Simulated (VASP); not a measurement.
Write the native input for VASP 6.6.1 that does the following.

* Task: single point
* Functional: PBEsol
* Potentials or basis: VASP PAW PBE potentials, release 64 (Ga_d, Sb)
* Cutoff: 520 eV
* k mesh: 16 × 16 × 16
* Occupations: gaussian, width 0.1 eV
* Spin: no spin polarisation
* Dipole correction: no
* Further INCAR settings: ALGO = Normal; EDIFF = 1e-06; NBANDS = 16

The structure of GaSb lies in POSCAR:

```
GaSb
1.0
   -2.6651313716      2.6651313716      1.5635536315
    2.6651313716     -2.6651313716      1.5635536315
    2.6651313716      2.6651313716     -1.5635536315
Ga Sb
1 1
Direct
    0.2500000000      0.7500000000      0.5000000000
    0.0000000000      0.0000000000      0.0000000000
```

This cell differs from its parent crystal: strained.

One way to write it, as run:

INCAR

```
SYSTEM = GaSb
PREC = Accurate
ENCUT = 520
EDIFF = 1E-6
ISMEAR = 0
SIGMA = 0.1
LREAL = .FALSE.
LASPH = .TRUE.
NELM = 60
ALGO = Normal
ISIF = 2
LWAVE = .FALSE.
LCHARG = .FALSE.
GGA = PS
NBANDS = 16
```

KPOINTS

```
regular mesh
0
G
  16 16 16
  0 0 0
```

Potentials or basis: VASP PAW PBE potentials, release 64 (Ga_d, Sb).

The run is started by

```bash
$ cat potpaw_PBE.64/Ga_d/POTCAR potpaw_PBE.64/Sb/POTCAR > POTCAR
$ mpirun -np 1 vasp_std > vasp.out
```

Results of the run:

The pressure is 2.0 GPa and the band gap on the k mesh is zero (bands 9 and 10 overlap by 5.38 eV).

Caveat: the cell differs from its parent crystal (strained); the PAW data sets were made with another functional, which shifts forces and pressure a little; spin-orbit coupling is left out, which moves the levels of the heavy elements.

Wall time 6.3 min on 1 thread of Intel Xeon 8259CL, on a shared host, peak memory 0.38 GiB.
